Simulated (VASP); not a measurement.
**GaP: single point with PBE**

GaP:

```
Ga P
1.0
     0.00000    2.40456    3.60684
     2.40456    0.00000    3.60684
     2.40456    2.40456    0.00000
Ga P
1 1
Cartesian
  0.0000 0.0000 0.0000
  3.6068 3.6068 5.4103
```

This cell differs from its parent crystal: ratio of the length along z to the lengths across it x 1.5, volume and fractional coordinates fixed.

```json
{"Program": "VASP 6.6.1", "Task": "single point", "Functional": "PBE", "Potentials or basis": "VASP PAW PBE potentials, release 64 (Ga_d, P)", "Cutoff": "520 eV", "k mesh": "10 × 10 × 10", "Occupations": "gaussian, width 0.05 eV", "Spin": "no spin polarisation"}
```

| Property | Result |
| --- | --- |
| Pressure | -0.7 GPa |
| Band gap on the k mesh | zero (band 9 reaches 5.70 eV, above the bottom of band 10 at 4.76 eV) |

Stress tensor (GPa, compression positive):
```
  7.97   0.00   0.00
  0.00   7.97   0.00
  0.00   0.00 -18.07
```

Levels at points of the mesh, in eV from the Fermi level:
```tsv
k point	band 6	band 7	band 8	band 9	band 10	band 11	band 12	band 13
(0.00, 0.00, 0.00)	-12.83	-3.04	-1.42	0.40	0.40	3.92	3.92	4.57
(0.50, 0.00, 0.00)	-10.77	-6.97	-3.36	-1.24	0.37	5.38	5.92	6.53
(0.50, 0.50, 0.00)	-11.21	-8.71	-1.00	-1.00	3.40	3.68	6.84	8.93
(0.50, 0.00, 0.50)	-9.38	-6.09	-3.73	-3.48	0.10	0.33	5.77	6.01
```

Wall time 44 s on 1 thread of Intel(R) Xeon(R) Platinum 8259CL CPU @ 2.50GHz (Skylake/Cascade Lake), with other jobs on the host, peak memory 0.21 GiB.
